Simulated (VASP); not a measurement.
Nb, 2 atoms in the cell. Symmetry: P6_3/mmc, No. 194, hexagonal system. Conventional cell: a = 2.816 Å, b = 2.816 Å, c = 5.246 Å, α = 90.00°, β = 90.00°, γ = 120.00°. Nb (site symmetry -6m2) has 12 Nb at 2.82 to 3.09 Å within 3.7 Å. 

```yaml
Program: VASP 6.6.1
Task: single point
Functional: PBEsol
Potentials_or_basis: VASP PAW PBE potentials, release 64 (Nb_sv)
Cutoff: 520 eV
k_mesh: 9 × 9 × 4
Occupations: gaussian, width 0.1 eV
Spin: no spin polarisation
Dipole_correction: no
Further_INCAR_settings: ALGO = Normal; EDIFF = 1e-07; NBANDS = 20
```

Potentials or basis: VASP PAW PBE potentials, release 64 (Nb_sv).

Command:

```sh
$ cat potpaw_PBE.64/Nb_sv/POTCAR > POTCAR
$ mpirun -np 1 vasp_std > vasp.out
```

Hardware: 1 thread of Intel(R) Xeon(R) Platinum 8559C (Emerald Rapids) (shared host).

Question: Estimate the wall time of this run.

Answer: It took 14 s on 1 thread of Intel(R) Xeon(R) Platinum 8559C (Emerald Rapids), on a shared host, peak memory 0.16 GiB. Counts: scf iterations 14, k points 36.
